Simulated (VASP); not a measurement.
Here is a VASP 6.6.1 calculation.

File INCAR:

```
SYSTEM = SiC
PREC = Accurate
ENCUT = 600
EDIFF = 1E-6
ISMEAR = 0
SIGMA = 0.01
LREAL = .FALSE.
LASPH = .TRUE.
NELM = 120
ALGO = Normal
ISIF = 2
LWAVE = .FALSE.
LCHARG = .TRUE.
GGA = PS
LELF = .TRUE.
LVHAR = .TRUE.
NBANDS = 11
GGA_COMPAT = .FALSE.
```

Contents of KPOINTS:

```
Automatic mesh
0
G
  9 9 9
  0 0 0
```

POSCAR

```
SiC
1.0
    0.0267013557      2.1724550861      2.1724550861
    2.1724550861      0.0267013557      2.1724550861
    2.1724550861      2.1724550861      0.0267013557
Si C
1 1
Direct
    0.0006788474      0.0006788474      0.0006788474
    0.2493211526      0.2493211526      0.2493211526
```

Potentials or basis: VASP PAW PBE potentials, release 64 (Si, C).

The run is started by

```console
$ cat potpaw_PBE.64/Si/POTCAR potpaw_PBE.64/C/POTCAR > POTCAR
$ mpirun -np 1 vasp_std > vasp.out
```

(1) What does it give for the pressure?

(2) Estimate the band gap on the k mesh.

Answers

(1) 6.5 GPa.

(2) 1.28 eV (least direct gap 4.43 eV).

Caveat: the cell stands under pressure; the PAW data sets were made with another functional, which shifts forces and pressure a little; an odd mesh through Γ misses points on the zone boundary, where band edges can lie.
